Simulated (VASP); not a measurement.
# Ge3PdRu (P4/mmm) in VASP: relaxation of cell and atoms with PBE

Aim: the relaxation of cell and atoms of Ge3PdRu with PBE.

All numbers are computed with VASP 6.6.1; they aren't measurements. Logs are shortened: lines on timing, memory, paths and dates and some standing lists are left out, and cuts for length are marked.

## (1) The cell of the first run

It takes space group P4/mmm (No. 123, tetragonal). Conventional cell: a = 4.954 Å, b = 4.954 Å, c = 4.772 Å, α = 90.00°, β = 90.00°, γ = 90.00°. Ge (site symmetry mmm) has 2 Ru at 2.48 Å and 2 Pd at 2.48 Å within 3.3 Å. Ge (site symmetry 4/mmm) has 2 Ru at 2.39 Å within 3.2 Å. Ru (site symmetry 4/mmm) has 6 Ge at 2.39 to 2.48 Å within 3.2 Å. Pd (site symmetry 4/mmm) has 4 Ge at 2.48 Å within 3.3 Å.

The cell was generated, and may not be a known phase.

## (2) Relaxation of cell and atoms, PBE

File INCAR:

```
SYSTEM = Ge3PdRu
PREC = Accurate
ENCUT = 600
EDIFF = 1E-6
ISMEAR = 0
SIGMA = 0.1
LREAL = .False.
LASPH = .True.
NELM = 80
ALGO = Normal
ISIF = 3
LWAVE = .False.
LCHARG = .False.
GGA = PE
IBRION = 2
NSW = 100
EDIFFG = -0.01
```

File KPOINTS:

```
Automatic mesh
0
Gamma
  8 8 8
  0 0 0
```

File POSCAR:

```
Ge3PdRu
1.0
    4.9538332593      0.0000000000      0.0000000000
    0.0000000000      4.9538332593      0.0000000000
    0.0000000000      0.0000000000      4.7717203940
Ge Ru Pd
3 1 1
Direct
    0.0000000000      0.5000000000      0.0000000000
    0.5000000000      0.0000000000      0.0000000000
    0.5000000000      0.5000000000      0.5000000000
    0.5000000000      0.5000000000      0.0000000000
    0.0000000000      0.0000000000      0.0000000000
```

Potentials or basis: VASP PAW PBE potentials, release 64 (Ge_d, Ru_pv, Pd).

On the command line:

```console
$ cat potpaw_PBE.64/Ge_d/POTCAR potpaw_PBE.64/Ru_pv/POTCAR potpaw_PBE.64/Pd/POTCAR > POTCAR
$ mpirun -np 1 vasp_std > vasp.out
```

OUTCAR:

```text
SYSTEM = Ge3PdRu
   PREC = Accurate
   ENCUT = 600
   EDIFF = 1E-6
   ISMEAR = 0
   LREAL = .False.
   LASPH = .True.
   NELM = 80
   ISIF = 3
   GGA = PE
   IBRION = 2
   NSW = 100
   EDIFFG = -0.01

 ion  position               nearest neighbor table
   1  0.000  0.500  0.000-   4 2.48   5 2.48   5 2.48   4 2.48
   2  0.500  0.000  0.000-   4 2.48   5 2.48   4 2.48   5 2.48
   3  0.500  0.500  0.500-   4 2.39   4 2.39
   4  0.500  0.500  0.000-   3 2.39   3 2.39   1 2.48   2 2.48   2 2.48   1 2.48
   5  0.000  0.000  0.000-   1 2.48   2 2.48   1 2.48   2 2.48

  LATTYP: Found a simple tetragonal cell.
 ALAT       =     4.9538332593
 C/A-ratio  =     0.9632379905

  Lattice vectors:

 A1 = (   4.9538332593,   0.0000000000,   0.0000000000)
 A2 = (   0.0000000000,   4.9538332593,   0.0000000000)
 A3 = (   0.0000000000,   0.0000000000,   4.7717203940)

Analysis of symmetry for initial positions (statically):
=====================================================================
 Subroutine PRICEL returns:
 Original cell was already a primitive cell.

 Routine SETGRP: Setting up the symmetry group for a
 simple tetragonal supercell.

 Subroutine GETGRP returns: Found 16 space group operations
 (whereof 16 operations were pure point group operations)
 out of a pool of 16 trial point group operations.

The static configuration has the point symmetry D_4h.

Analysis of symmetry for dynamics (positions and initial velocities):
=====================================================================
 Subroutine PRICEL returns:
 Original cell was already a primitive cell.

 Routine SETGRP: Setting up the symmetry group for a
 simple tetragonal supercell.

 Subroutine GETGRP returns: Found 16 space group operations
 (whereof 16 operations were pure point group operations)
 out of a pool of 16 trial point group operations.

The dynamic configuration has the point symmetry D_4h.

 Subroutine INISYM returns: Found 16 space group operations
 (whereof 16 operations are pure point group operations),
 and found     1 'primitive' translations

----------------------------------------------------------------------------------------

                                     Primitive cell

  volume of cell :     117.1002

  direct lattice vectors                    reciprocal lattice vectors
     4.953833259  0.000000000  0.000000000     0.201863879  0.000000000  0.000000000
     0.000000000  4.953833259  0.000000000     0.000000000  0.201863879  0.000000000
     0.000000000  0.000000000  4.771720394     0.000000000  0.000000000  0.209568021

  length of vectors
     4.953833259  4.953833259  4.771720394     0.201863879  0.201863879  0.209568021

  position of ions in fractional coordinates (direct lattice)
     0.000000000  0.500000000  0.000000000
     0.500000000  0.000000000  0.000000000
     0.500000000  0.500000000  0.500000000
     0.500000000  0.500000000  0.000000000
     0.000000000  0.000000000  0.000000000

  ion indices of the primitive-cell ions
   primitive index   ion index
                 1           1
                 2           2
                 3           3
                 4           4
                 5           5

----------------------------------------------------------------------------------------

 KPOINTS: Automatic mesh

Automatic generation of k-mesh.
 Grid dimensions read from file:
 generate k-points for:    8    8    8

 Generating k-lattice:

  Cartesian coordinates                     Fractional coordinates (reciprocal lattice)
     0.025232985  0.000000000  0.000000000     0.125000000  0.000000000  0.000000000
     0.000000000  0.025232985  0.000000000     0.000000000  0.125000000  0.000000000
     0.000000000  0.000000000  0.026196003     0.000000000  0.000000000  0.125000000

  Length of vectors
     0.025232985  0.025232985  0.026196003

  Shift w.r.t. Gamma in fractional coordinates (k-lattice)
     0.000000000  0.000000000  0.000000000

 Subroutine IBZKPT returns following result:
 ===========================================

 Found     75 irreducible k-points:

 Following reciprocal coordinates:
            Coordinates               Weight
  0.000000  0.000000  0.000000      1.000000
  0.125000  0.000000  0.000000      4.000000
  0.250000  0.000000  0.000000      4.000000
  0.375000  0.000000  0.000000      4.000000
  0.500000  0.000000  0.000000      2.000000
  0.125000  0.125000  0.000000      4.000000
[... 16 lines left out ...]
  0.375000  0.125000  0.125000     16.000000
  0.500000  0.125000  0.125000      8.000000
 [... further k-points ...]
   k-points           NKPTS =     75   k-points in BZ     NKDIM =     75   number of bands    NBANDS=     39
   number of dos      NEDOS =    301   number of ions     NIONS =      5
   total plane-waves  NPLWV =  64000
   dimension x,y,z NGX =    40 NGY =   40 NGZ =   40
   dimension x,y,z NGXF=    80 NGYF=   80 NGZF=   80
   ions per type =               3   1   1
   NGX,Y,Z   is equivalent  to a cutoff of  13.42, 13.42, 13.94 a.u.
   NGXF,Y,Z  is equivalent  to a cutoff of  26.85, 26.85, 27.87 a.u.
 SYSTEM =  Ge3PdRu
   PREC   = accura    normal or accurate (medium, high low for compatibility)
   ISTART =      0    job   : 0-new  1-cont  2-samecut
   ICHARG =      2    charge: 1-file 2-atom 10-const
   ISPIN  =      1    spin polarized calculation?
   LNONCOLLINEAR =      F non collinear calculations
   LSORBIT =      F    spin-orbit coupling
   LASPH  =      T    aspherical Exc in radial PAW
   ENCUT  =  600.0 eV  44.10 Ry    6.64 a.u.   9.89  9.89  9.53*2*pi/ulx,y,z
   NELM   =     80;   NELMIN=  2; NELMDL= -5     # of ELM steps
   EDIFF  = 0.1E-05   stopping-criterion for ELM
   LREAL  =      F    real-space projection
   EDIFFG = -.1E-01   stopping-criterion for IOM
   NSW    =    100    number of steps for IOM
   IBRION =      2    ionic relax: 0-MD 1-quasi-New 2-CG
   NFREE  =      1    steps in history (QN), initial steepest desc. (CG)
   ISIF   =      3    stress and relaxation
   ISYM   =      2    0-nonsym 1-usesym 2-fastsym
   POTIM  = 0.5000    time-step for ionic-motion
   TEBEG  =    0.0;   TEEND  =   0.0 temperature during run
   PSTRESS=    0.0 pullay stress
   NELECT =      66.0000    total number of electrons
   NUPDOWN=      -1.0000    fix difference up-down
   EMIN   =  10.00;   EMAX   =-10.00  energy-range for DOS
   EFERMI =   0.00;   METHOD = LEGACY
   ISMEAR =     0;   SIGMA  =   0.10  broadening in eV -4-tet -1-fermi 0-gaus
   EFERMI_NEDOS =   21; number of points for ismear=-14 and -15
   IALGO  =     38    algorithm
   IMIX   =      4    mixing-type and parameters
     AMIX     =   0.40;   BMIX     =  1.00
     AMIX_MAG =   1.60;   BMIX_MAG =  1.00
  volume/ion in A,a.u.               =      23.42       158.05
  Fermi-wavevector in a.u.,A,eV,Ry     =   1.352291  2.555460 24.880858  1.828692
  Thomas-Fermi vector in A             =   2.479642
   LORBIT       =      0    0 simple, 1 ext, 2 COOP (PROOUT), +10 PAW based schemes
   GGA     = PE    functional components
   LHFCALC =     F    Hartree Fock is set to
   AEXX    =    0.0000 exact exchange contribution
   IVDW    =     0    specifies the selected vdW correction
   LEPSILON=     F    determine dielectric tensor
   LRPA    =     F    only Hartree local field effects (RPA)
 conjugate gradient relaxation of ions
 non-spin polarized calculation
 Gauss-broadening in eV      SIGMA  =   0.10
  energy-cutoff  :      600.00
  volume of cell :      117.10
 maximum number of plane-waves:      3932
 NGX is ok and might be reduce to    40
   NGX = 19   NGY = 19   NGZ = 19

--------------------------------------- Ionic step        1  -------------------------------------------

 number of electron      65.9999992 magnetization

 Free energy of the ion-electron system (eV)
  ---------------------------------------------------
  ext. energy  EPLUGINS =         0.00000000
  ---------------------------------------------------
  free energy    TOTEN  =       -26.73886537 eV

  energy without entropy =      -26.71654469  energy(sigma->0) =      -26.72770503

------------------------ aborting loop because EDIFF is reached ----------------------------------------

  FORCE on cell =-STRESS in cart. coord.  units (eV):
  Direction    XX          YY          ZZ          XY          YZ          ZX
  --------------------------------------------------------------------------------------
  -------------------------------------------------------------------------------------
  Total        0.8078696      0.8078696     -0.5046851      0.0000000      0.0000000     -0.0000000
  in kB       11.0533546     11.0533546     -6.9051527      0.0000000      0.0000000     -0.0000000
  external PRESSURE =       5.0671855 kB  Pullay stress =       0.0000000 kB

 VOLUME and BASIS-vectors are now :
 -----------------------------------------------------------------------------
  energy-cutoff  :      600.00
  volume of cell :      117.10
      direct lattice vectors                 reciprocal lattice vectors
     4.953833259  0.000000000  0.000000000     0.201863879  0.000000000  0.000000000
     0.000000000  4.953833259  0.000000000     0.000000000  0.201863879  0.000000000
     0.000000000  0.000000000  4.771720394     0.000000000  0.000000000  0.209568021
[... 157 lines left out ...]
 POSITION                                       TOTAL-FORCE (eV/Angst)
 -----------------------------------------------------------------------------------
      0.00000      2.48738     -0.00000        -0.000000     -0.000000      0.000000
      2.48738     -0.00000      4.75060        -0.000000     -0.000000      0.000000
      2.48738      2.48738      2.37530        -0.000000     -0.000000      0.000000
      2.48738      2.48738      0.00000         0.000000      0.000000      0.000000
      4.97476     -0.00000      4.75060         0.000000      0.000000      0.000000
 -----------------------------------------------------------------------------------
    total drift:                               -0.000000      0.000000     -0.000000

  FREE ENERGIE OF THE ION-ELECTRON SYSTEM (eV)
  ---------------------------------------------------
  free  energy   TOTEN  =       -26.7435418622 eV

  energy  without entropy=      -26.7218305045  energy(sigma->0) =      -26.73268618

--------------------------------------- Ionic step        6  -------------------------------------------

 number of electron      65.9999974 magnetization

 Free energy of the ion-electron system (eV)
  ---------------------------------------------------
  ext. energy  EPLUGINS =         0.00000000
  ---------------------------------------------------
  free energy    TOTEN  =       -26.74354728 eV

  energy without entropy =      -26.72185441  energy(sigma->0) =      -26.73270085

 E-fermi :   5.2092     XC(G=0):  -9.9059

 val. band max:        5.2001240273   @ k =   0.3750   0.3750   0.0000
 cond. band min:       5.2113611028   @ k =   0.2500   0.2500   0.3750
 fundamental gap:      0.0112370755
 Fermi energy:         5.2091994191

 k-point     1 :       0.0000    0.0000    0.0000
  band No.  band energies     occupation
      1     -37.9044      2.00000
      2     -37.6110      2.00000
      3     -37.6110      2.00000
      4     -20.3162      2.00000
      5     -20.3132      2.00000
      6     -20.1411      2.00000
[... 997 lines left out ...]
     38       7.1122      0.00000
     39       8.3580      0.00000

 [... further k-points ...]

------------------------ aborting loop because EDIFF is reached ----------------------------------------

  FORCE on cell =-STRESS in cart. coord.  units (eV):
  Direction    XX          YY          ZZ          XY          YZ          ZX
  --------------------------------------------------------------------------------------
  -------------------------------------------------------------------------------------
  Total        0.0479234      0.0479234      0.0084974      0.0000000     -0.0000000      0.0000000
  in kB        0.6533411      0.6533411      0.1158450      0.0000000     -0.0000000      0.0000000
  external PRESSURE =       0.4741758 kB  Pullay stress =       0.0000000 kB

 VOLUME and BASIS-vectors are now :
 -----------------------------------------------------------------------------
  energy-cutoff  :      600.00
  volume of cell :      117.52
      direct lattice vectors                 reciprocal lattice vectors
     4.974492466  0.000000000  0.000000000     0.201025533  0.000000000  0.000000000
     0.000000000  4.974492466 -0.000000000    -0.000000000  0.201025533  0.000000000
    -0.000000000 -0.000000000  4.749203936    -0.000000000  0.000000000  0.210561604

 POSITION                                       TOTAL-FORCE (eV/Angst)
 -----------------------------------------------------------------------------------
      0.00000      2.48725     -0.00000         0.000000      0.000000      0.000000
      2.48725      0.00000      0.00000        -0.000000     -0.000000      0.000000
      2.48725      2.48725      2.37460        -0.000000     -0.000000      0.000000
      2.48725      2.48725      0.00000         0.000000      0.000000      0.000000
      0.00000      0.00000     -0.00000        -0.000000     -0.000000      0.000000
 -----------------------------------------------------------------------------------
    total drift:                               -0.000000      0.000000     -0.000000

  FREE ENERGIE OF THE ION-ELECTRON SYSTEM (eV)
  ---------------------------------------------------
  free  energy   TOTEN  =       -26.7435472793 eV

  energy  without entropy=      -26.7218544127  energy(sigma->0) =      -26.73270085

 reached required accuracy - stopping structural energy minimisation
```

Wall time 11 min (1 thread of AMD EPYC 9R45 (Zen 5), shared host); peak memory 0.5 GiB.

What came out:

| Property | Result |
| --- | --- |
| Free energy | -26.7435 eV |
| Relaxed volume | 23.50 Å³/atom |
| Relaxed cell | a = 4.974 Å, b = 4.974 Å, c = 4.749 Å, α = 90.00°, β = 90.00°, γ = 90.00° |
| Space group after relaxing (to 0.1 Å) | P4/mmm (No. 123) |
| Energy gained by relaxing | 0.9 meV/atom |
| Ionic steps | 6 |
| Pressure after relaxing | 0.0 GPa |
| Band gap on the k mesh | zero (bands 33 and 34 overlap by 0.39 eV) |

Step by step:
| step | energy change (eV) | largest force (eV/Å) | pressure (GPa) | volume (Å³) |
| --- | --- | --- | --- | --- |
| 1 | 0.0000 | 0.0000 | 0.51 | 117.10 |
| 2 | -0.0024 | 0.0000 | -0.62 | 118.35 |
| 3 | -0.0044 | 0.0000 | -0.23 | 117.85 |
| 4 | -0.0044 | 0.0000 | -0.10 | 117.83 |
| 5 | -0.0047 | 0.0000 | -0.02 | 117.57 |
| 6 | -0.0047 | 0.0000 | 0.05 | 117.52 |

Final structure:
```
Ge Ru Pd
1.0
     4.97449    0.00000    0.00000
     0.00000    4.97449    0.00000
     0.00000    0.00000    4.74920
Ge Ru Pd
3 1 1
Direct
  0.00000 0.50000 0.00000
  0.50000 0.00000 0.00000
  0.50000 0.50000 0.50000
  0.50000 0.50000 0.00000
  0.00000 0.00000 0.00000
```

Levels at points of the mesh, in eV from the Fermi level:
| k point | band 30 | band 31 | band 32 | band 33 | band 34 | band 35 | band 36 | band 37 |
| --- | --- | --- | --- | --- | --- | --- | --- | --- |
| (0.00, 0.00, 0.00) | -2.21 | -2.21 | -1.40 | -0.15 | 0.48 | 0.48 | 0.61 | 1.08 |
| (0.50, 0.00, 0.00) | -2.40 | -1.22 | -1.21 | 0.03 | 0.06 | 0.33 | 0.83 | 1.32 |
| (0.50, 0.50, 0.00) | -2.21 | -2.06 | -0.95 | -0.57 | -0.15 | -0.15 | 1.89 | 2.28 |
| (0.00, 0.00, 0.50) | -2.57 | -2.32 | -1.40 | -1.12 | -0.19 | 0.81 | 1.43 | 1.44 |
| (0.50, 0.00, 0.50) | -2.87 | -2.25 | -0.12 | 0.09 | 0.59 | 0.60 | 0.97 | 0.99 |
| (0.50, 0.50, 0.50) | -2.50 | -2.12 | -1.97 | -0.33 | 0.54 | 0.54 | 1.38 | 3.96 |
